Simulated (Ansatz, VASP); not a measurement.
NaLaMnMoO6: VASP beside Ansatz

The input INCAR:

```
  PREC = Accurate
  ENCUT = 520
  EDIFF = 1E-6
  ISMEAR = -1
  SIGMA = 0.05
  LREAL = False
  LASPH = True
  NELM = 150
  ALGO = Normal
  ISIF = 2
  LWAVE = False
  LCHARG = False
  ISPIN = 2
  MAGMOM = 0 0 4 1 0 0 0 0 0 0
  LORBIT = 11
  LMAXMIX = 6
  GGA = B5
  ALDAX = 1.0
  AGGAX = 1.0
  AGGAC = 1.0
  ALDAC = 0.0
  NBANDS = 56
```

The input KPOINTS:

```
regular mesh
0
Gamma
  5 5 5
```

The input POSCAR:

```
NaLaMnMoO6
1.0
   -2.7229400000      2.7229400000      3.8988900000
    2.7229400000     -2.7229400000      3.8988900000
    2.7229400000      2.7229400000     -3.8988900000
Na La Mn Mo O
1 1 1 1 6
Direct
    0.2500000000      0.7500000000      0.5000000000
    0.7500000000      0.2500000000      0.5000000000
    0.5000000000      0.5000000000      0.0000000000
    0.0000000000      0.0000000000      0.0000000000
    0.2076600000      0.2960700000      0.5037100000
    0.2960500000      0.7923400000      0.0884100000
    0.7923600000      0.7039500000      0.4962900000
    0.7039300000      0.2076400000      0.9115900000
    0.2519400000      0.2519400000      0.0000000000
    0.7480600000      0.7480600000      0.0000000000
```

Contents of input.yaml:

```yaml
crystal:
  lattice:
    - [-2.72294, 2.72294, 3.89889]
    - [2.72294, -2.72294, 3.89889]
    - [2.72294, 2.72294, -3.89889]
  atoms:
    - { symbol: Na, position: [0.25, 0.75, 0.5] }
    - { symbol: La, position: [0.75, 0.25, 0.5] }
    - { symbol: Mn, position: [0.5, 0.5, 0.0], spin: 4.0 }
    - { symbol: Mo, position: [0.0, 0.0, 0.0], spin: 1.0 }
    - { symbol: O, position: [0.20766, 0.29607, 0.50371] }
    - { symbol: O, position: [0.29605, 0.79234, 0.08841] }
    - { symbol: O, position: [0.79236, 0.70395, 0.49629] }
    - { symbol: O, position: [0.70393, 0.20764, 0.91159] }
    - { symbol: O, position: [0.25194, 0.25194, 0.0] }
    - { symbol: O, position: [0.74806, 0.74806, 0.0] }
kpoints:
  mp_grid: { grid: [5, 5, 5] }
  band_path:
    path:
      - [0.0, 0.0, 0.0]
      - [0.0, 0.0, 0.5]
      - [-0.2438732594, 0.2438732594, 0.5]
      - [-0.3719366297, 0.3719366297, 0.3719366297]
      - [0.0, 0.0, 0.0]
      - [0.5, 0.5, -0.5]
      - [0.3719366297, 0.6280633703, -0.3719366297]
      - [0.0, 0.5, 0.0]
    npoints: 12
scf:
  occupations: { method: fermi_dirac, width: 0.05 }
hamiltonian:
  xc: blyp
  pseudopotentials: { kind: all_electron, lapw: { basis_error: 0.002 } }
magnetization:
  spin_polarized: true
output:
  forces: true
  stress: true
  eigenvalues: true
```

Alike in both runs: functional BLYP; k mesh 5 × 5 × 5; occupations fermi-dirac, width 0.05 eV; collinear spin.

```csv
,VASP,Ansatz
version,VASP 6.6.1,Ansatz 0.2.0
potentials or method,"VASP PAW PBE potentials, release 64 (Na_pv, La, Mn_pv, Mo_sv, O), cutoff 520 eV","all-electron LAPW, scalar-relativistic"
task,single point,band structure
```

|  | VASP | Ansatz | Ansatz less VASP |
| --- | --- | --- | --- |
| gap on the k mesh at the Fermi level (eV) | none | none | - |
| pressure (GPa) | 6.0 | 5.7 | -0.31 |
| traceless stress, the component that is largest in VASP (GPa) | -0.54 | -0.50 | +0.038 |
| rms of the force components (eV/Å) | 0.064 | 0.067 | +0.0025 |
| net moment per atom (μB) | 0.17 | 0.16 | -0.003 |
| size of the moment on the site where the two differ most (μB) | 0.57 | 0.50 | -0.070 |

VASP's potentials were made for PBE, not for BLYP. Site moments also hang on the region over which each program counts them. Atom by atom the forces differ by 0.011 eV/Å (rms over components). A gap of «none» marks a metal or a gap that the smearing closes. Ansatz ran all-electron here, and VASP with PAW potentials.

Neither program's run includes spin-orbit coupling. Noted on Ansatz's run: the k mesh is thin for a metal, which can move the energy by tens of meV per atom.
